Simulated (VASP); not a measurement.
A run of VASP 6.6.1 is set up as follows.

The input INCAR:

```
SYSTEM = Ca3BF
PREC = Accurate ; ENCUT = 600
EDIFF = 1E-6 ; ISMEAR = 0
SIGMA = 0.1 ; LREAL = .False.
LASPH = .True. ; NELM = 100
ALGO = Normal ; ISIF = 3
LWAVE = .False. ; LCHARG = .False.
GGA = PE ; IBRION = 2
NSW = 100 ; EDIFFG = -0.01
```

File KPOINTS:

```
Automatic mesh
0
Gamma
  8 8 8
  0 0 0
```

Contents of POSCAR:

```
Ca3BF
1.0
    5.2358803852      0.0000000000      0.0000000000
    0.0000000000      5.2358803852      0.0000000000
    0.0000000000      0.0000000000      5.2358803852
Ca B F
3 1 1
Direct
    0.0000000000      0.5000000000      0.5000000000
    0.5000000000      0.0000000000      0.5000000000
    0.5000000000      0.5000000000      0.0000000000
    0.5000000000      0.5000000000      0.5000000000
    0.0000000000      0.0000000000      0.0000000000
```

Potentials or basis: VASP PAW PBE potentials, release 64 (Ca_sv, B, F).

The run is started by

```sh
$ cat potpaw_PBE.64/Ca_sv/POTCAR potpaw_PBE.64/B/POTCAR potpaw_PBE.64/F/POTCAR > POTCAR
$ mpirun -np 1 vasp_std > vasp.out
```

Task: What does it give for the space group after relaxing (to 0.05 Å)?

Result: Pm-3m (No. 221).

Task: What does it give for the relaxed cell?

Result: a = 5.239 Å, b = 5.239 Å, c = 5.239 Å, α = 90.00°, β = 90.00°, γ = 90.00°.

Task: What does it give for the band gap on the k mesh?

Result: Zero (band 20 reaches 2.18 eV, above the bottom of band 21 at 1.92 eV).

Task: Predict the relaxed volume.

Result: 28.75 Å³/atom.

Final structure:
```cif
data_structure
_symmetry_space_group_name_H-M 'P 1'
_symmetry_Int_Tables_number 1
_cell_length_a 5.2387
_cell_length_b 5.2387
_cell_length_c 5.2387
_cell_angle_alpha 90.000
_cell_angle_beta 90.000
_cell_angle_gamma 90.000
_cell_volume 143.77
loop_
_atom_site_label
_atom_site_type_symbol
_atom_site_fract_x
_atom_site_fract_y
_atom_site_fract_z
_atom_site_occupancy
Ca1 Ca 0.00000 0.50000 0.50000 1
Ca2 Ca 0.50000 0.00000 0.50000 1
Ca3 Ca 0.50000 0.50000 0.00000 1
B1 B 0.50000 0.50000 0.50000 1
F1 F 0.00000 0.00000 0.00000 1
```
